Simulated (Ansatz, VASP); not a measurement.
## BN: VASP beside Ansatz

```xyz
4
Lattice="2.5078 0.0000 0.0000 -1.2539 2.1718 0.0000 0.0000 0.0000 31.3945" Properties=species:S:1:pos:R:3 pbc="T T T"
B     0.0000    0.0000    7.3228
B     1.2539    0.7239   10.6772
N     1.2539    0.7239    7.3212
N     0.0000    0.0000   10.6788
```

Alike in both runs: functional PBE; dispersion D3(BJ); k mesh 12 × 12 × 1; occupations gaussian, width 0.02 eV; no spin polarisation.

Ansatz relaxed the structure, and its values are those at the end. VASP's run is a single point on that final structure, the one shown.

```csv
,VASP,Ansatz
version,VASP 6.6.1,Ansatz 0.2.0
potentials or method,"VASP PAW PBE potentials, release 64 (B, N), cutoff 520 eV","scalar-relativistic, plane waves, PAW"
valence electrons in the cell,16,16
```

```csv
,VASP,Ansatz,Ansatz less VASP
gap on the k mesh at the Fermi level (eV),4.50,4.51,+0.007
least direct gap on the mesh (eV),4.72,4.72,+0.003
```
